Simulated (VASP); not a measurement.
The system is SrTiO3.

```
CELL_PARAMETERS angstrom
4.07719 0.00000 0.00000
0.00000 4.07719 0.00000
0.00000 0.00000 4.07719
ATOMIC_POSITIONS crystal
Sr 0.00000 0.00000 0.00000
Ti 0.50000 0.50000 0.50000
O 0.50000 0.00000 0.50000
O 0.50000 0.50000 0.00000
O 0.00000 0.50000 0.50000
```

This cell differs from its parent crystal: strain +4.4%.

Base run:

| Item | Value |
| --- | --- |
| Program | VASP 6.6.1 |
| Functional | PBE |
| Potentials or basis | VASP PAW PBE potentials, release 64 (Sr_sv, Ti_sv, O) |
| Cutoff | 520 eV |
| k mesh | 6 × 6 × 6 |
| Occupations | fermi-dirac, width 0.02 eV |
| Spin | no spin polarisation |

Its results: band gap on the k mesh 1.60 eV, indirect (least direct gap 2.01 eV); pressure -13.8 GPa.

Question: The run is repeated on the same cell with these changes: functional from PBE to r2SCAN; occupations from fermi-dirac, width 0.02 eV to gaussian, width 0.01 eV. What comes out?

Answer: Band gap on the k mesh 1.97 eV, indirect (least direct gap 2.40 eV); pressure -17.7 GPa.

Caveats: the PAW data sets were made with another functional, which shifts forces and pressure a little (some runs).

A k mesh can miss the band edges.
